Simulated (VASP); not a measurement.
A run of VASP 6.6.1:

The input INCAR:

```
SYSTEM = AlN
PREC = Accurate ; ENCUT = 520
EDIFF = 1E-6 ; ISMEAR = 0
SIGMA = 0.05 ; LREAL = .False.
LASPH = .True. ; NELM = 80
ALGO = Normal ; ISIF = 2
LWAVE = .False. ; LCHARG = .False.
GGA = PE ; NBANDS = 16
```

Contents of KPOINTS:

```
regular mesh
0
Gamma
  12 12 6
  0 0 0
```

POSCAR

```
AlN
1.0
    3.3806587278      0.0000000000      0.0000000000
   -1.6903293639      2.9277363398      0.0000000000
    0.0000000000      0.0000000000      5.0179796546
Al N
2 2
Direct
    0.3333333333      0.6666666667      0.0017287175
    0.6666666667      0.3333333333      0.5017287175
    0.3333333333      0.6666666667      0.3832712825
    0.6666666667      0.3333333333      0.8832712825
```

Potentials or basis: VASP PAW PBE potentials, release 64 (Al, N).

Launch:

```console
$ cat potpaw_PBE.64/Al/POTCAR potpaw_PBE.64/N/POTCAR > POTCAR
$ mpirun -np 1 vasp_std > vasp.out
```

Hardware: 1 thread of Intel Xeon 8259CL, on a shared host.

Q: Estimate the wall time of this run.

A: It took 99 s on 1 thread of Intel Xeon 8259CL (shared host), peak memory 0.2 GiB. Counts: scf iterations 13, k points 76.
